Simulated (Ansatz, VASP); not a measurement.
## One calculation of SnS4, two programs

```
CELL_PARAMETERS angstrom
5.11369 0.00000 0.00000
0.00000 5.11369 0.00000
0.00000 0.00000 5.11369
ATOMIC_POSITIONS crystal
Sn 0.00000 0.00000 0.00000
S 0.25000 0.25000 0.25000
S 0.75000 0.75000 0.25000
S 0.25000 0.75000 0.75000
S 0.75000 0.25000 0.75000
```

Change from the starting cell: species swapped into the SnI4 type (P-43m, No. 215).

Alike in both runs: task single point; functional PBE; k mesh 4 × 4 × 4; occupations gaussian, width 0.1 eV; no spin polarisation.

```csv
,VASP,Ansatz
version,VASP 6.6.1,Ansatz 0.2.0
potentials or method,"VASP PAW PBE potentials, release 64 (Sn_d, S), cutoff 520 eV","scalar-relativistic, plane waves, PAW"
valence electrons in the cell,38,38
```

|  | VASP | Ansatz | Ansatz less VASP |
| --- | --- | --- | --- |
| gap on the k mesh at the Fermi level (eV) | none | none | - |
| pressure (GPa) | 8.9 | 9.2 | +0.34 |

A gap of «none» marks a metal or a gap that the smearing closes.
